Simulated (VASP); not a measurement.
A run of VASP 6.6.1 is set up as follows.

Contents of INCAR:

```
SYSTEM = CoSn
ALGO = Fast ; EDIFF = 1E-6
ENCUT = 520 ; GGA = PS
ISIF = 2 ; ISMEAR = 0
LASPH = .TRUE. ; LCHARG = .FALSE.
LREAL = .FALSE. ; LWAVE = .FALSE.
NBANDS = 44 ; NELM = 100
PREC = Accurate ; SIGMA = 0.15
```

The input KPOINTS:

```
k-points
0
G
  12 12 12
  0 0 0
```

POSCAR

```
CoSn
1.0
    5.2197158240      0.0000000000      0.0000000000
   -2.6098579120      4.5204065041      0.0000000000
    0.0000000000      0.0000000000      4.1684718855
Co Sn
3 3
Direct
    0.0000000000      0.5000000000     -0.0072488112
    0.5000000000      0.5000000000     -0.0072488112
    0.5000000000      0.0000000000     -0.0072488112
    0.6666666667      0.3333333333      0.4928034298
    0.3333333333      0.6666666667      0.4928034298
    0.0000000000      0.0000000000      0.0251890868
```

Potentials or basis: VASP PAW PBE potentials, release 64 (Co, Sn_d).

Run with:

```sh
$ cat potpaw_PBE.64/Co/POTCAR potpaw_PBE.64/Sn_d/POTCAR > POTCAR
$ mpirun -np 1 vasp_std > vasp.out
```

Question: Estimate the largest force.

Answer: 0.522 eV/Å.

Question: What does it give for the pressure?

Answer: -0.1 GPa.

Question: What does it give for the band gap on the k mesh?

Answer: Zero (an odd number of electrons rules out a gap without spin polarisation).

Forces in eV/Å, atoms in the order of the input:
```
Co   0.000  0.000  0.073
Co   0.000  0.000  0.073
Co   0.000  0.000  0.073
Sn   0.000  0.000  0.152
Sn   0.000  0.000  0.152
Sn   0.000  0.000 -0.522
```

Caveat: the cell differs from its parent crystal (atoms displaced along a vibrational mode); the PAW data sets were made with another functional, which shifts forces and pressure a little; spin-orbit coupling is left out, which moves the levels of the heavy elements; the run has no spin polarisation, though such a crystal can be magnetic. Spin polarisation is off, so any magnetic state and its effect on volume and gap are missing.
